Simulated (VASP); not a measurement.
Input of a VASP 6.6.1 run:

Contents of INCAR:

```
PREC = Accurate ; ENCUT = 600
EDIFF = 1E-6 ; ISMEAR = 0
SIGMA = 0.05 ; LREAL = False
LASPH = True ; NELM = 60
ALGO = Normal ; ISIF = 4
LWAVE = False ; LCHARG = False
GGA = PE ; IBRION = 2
NSW = 60 ; EDIFFG = -0.01
```

KPOINTS

```
Automatic mesh
0
Gamma
  8 8 6
```

The input POSCAR:

```
PbO
1.0
    4.1034363546      0.0000000000      0.0000000000
    0.0000000000      4.1034363546      0.0000000000
    0.0000000000      0.0000000000      6.0176924654
Pb O
2 2
Direct
    0.5000000000      0.0000000000      0.1994387496
    0.0000000000      0.5000000000      0.8005612504
    0.0000000000      0.0000000000      0.0000000000
    0.5000000000      0.5000000000      0.0000000000
```

Potentials or basis: VASP PAW PBE potentials, release 64 (Pb_d, O).

The run is started by

```console
$ cat potpaw_PBE.64/Pb_d/POTCAR potpaw_PBE.64/O/POTCAR > POTCAR
$ mpirun -np 1 vasp_std > vasp.out
```

What does it give for the band gap on the k mesh?

1.76 eV.

Final structure:
```
Pb O
1.0
     4.06222    0.00000    0.00000
     0.00000    4.06222    0.00000
     0.00000    0.00000    6.14043
Pb O
2 2
Direct
  0.50000 0.00000 0.19443
  0.00000 0.50000 0.80557
  0.00000 0.00000 0.00000
  0.50000 0.50000 0.00000
```

Caveat: spin-orbit coupling is left out, which moves the levels of the heavy elements. A k mesh can miss the band edges.
